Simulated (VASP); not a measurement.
Wanted: the native input for a VASP 6.6.1 run.

* Task: single point
* Functional: PBE
* Potentials or basis: VASP PAW PBE potentials, release 64 (Mo_sv)
* Cutoff: 520 eV
* k mesh: 22 × 22 × 22
* Occupations: gaussian, width 0.15 eV
* Spin: no spin polarisation
* Dipole correction: no
* Further INCAR settings: ALGO = Fast; EDIFF = 1e-06; NBANDS = 13

The structure of Mo lies in POSCAR:

```
Mo
1.0
   -1.3203786922      1.5287445737      1.5287445737
    1.5287445737     -1.3203786922      1.5287445737
    1.5287445737      1.5287445737     -1.3203786922
Mo
1
Direct
    0.0000000000      0.0000000000      0.0000000000
```

The input as run:

INCAR

```
SYSTEM = Mo
ALGO = Fast ; EDIFF = 1E-6
ENCUT = 520 ; GGA = PE
ISIF = 2 ; ISMEAR = 0
LASPH = .True. ; LCHARG = .False.
LREAL = .False. ; LWAVE = .False.
NBANDS = 13 ; NELM = 60
PREC = Accurate ; SIGMA = 0.15
```

KPOINTS

```
k-points
0
Gamma
  22 22 22
  0 0 0
```

Potentials or basis: VASP PAW PBE potentials, release 64 (Mo_sv).

Launch:

```console
$ cat potpaw_PBE.64/Mo_sv/POTCAR > POTCAR
$ mpirun -np 1 vasp_std > vasp.out
```

Results of the run:

* Pressure: 44.3 GPa
* Band gap on the k mesh: zero (band 7 reaches 16.11 eV, above the bottom of band 8 at 13.12 eV)

Wall time 63 s on 1 thread of Intel(R) Xeon(R) 6975P-C (Granite Rapids) (shared host), peak memory 0.27 GiB.
